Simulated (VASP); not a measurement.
A run of VASP 6.6.1 is set up as follows.

The input INCAR:

```
ALGO     = Fast           # electronic algorithm
EDIFF    = 1E-6           # SCF threshold, eV
ENCUT    = 520            # plane-wave cutoff, eV
GGA      = PS             # functional
ISIF     = 2              # what is computed and relaxed
ISMEAR   = 0              # smearing method
LASPH    = T              # aspherical terms in the spheres
LCHARG   = T              # write CHGCAR
LELF     = T              # ELF
LREAL    = F              # projectors in reciprocal space
LVHAR    = T            
LWAVE    = F              # write WAVECAR
NBANDS   = 18             # bands
NELM     = 100            # most SCF steps
PREC     = Accurate       # precision mode
SIGMA    = 0.1            # smearing width, eV
```

The input KPOINTS:

```
k-points
0
Gamma
  14 14 14
```

Contents of POSCAR:

```
ScAl3
1.0
    4.3155765332      0.0000000000      0.0000000000
    0.0000000000      4.3155765332      0.0000000000
    0.0000000000      0.0000000000      3.9510401018
Sc Al
1 3
Direct
    0.0000000000      0.0000000000      0.0000000000
    0.5000000000      0.0000000000      0.5000000000
    0.0000000000      0.5000000000      0.5000000000
    0.5000000000      0.5000000000      0.0000000000
```

Potentials or basis: VASP PAW PBE potentials, release 64 (Sc_sv, Al).

Run with:

```bash
$ cat potpaw_PBE.64/Sc_sv/POTCAR potpaw_PBE.64/Al/POTCAR > POTCAR
$ mpirun -np 1 vasp_std > vasp.out
```

Problem. What does it give for the pressure?

Solution. -6.1 GPa.

Problem. Estimate the band gap on the k mesh.

Solution. Zero (bands 10 and 11 overlap by 3.38 eV).

Stress tensor (GPa, compression positive):
```
-9.22  0.00  0.00
 0.00 -9.22  0.00
 0.00  0.00  0.06
```

Caveat: the cell differs from its parent crystal (biaxial strain in the a-b plane: +6.0 %, then relaxed in part); the stress differs along the axes, from -9 to 0 GPa; the PAW data sets were made with another functional, which shifts forces and pressure a little.
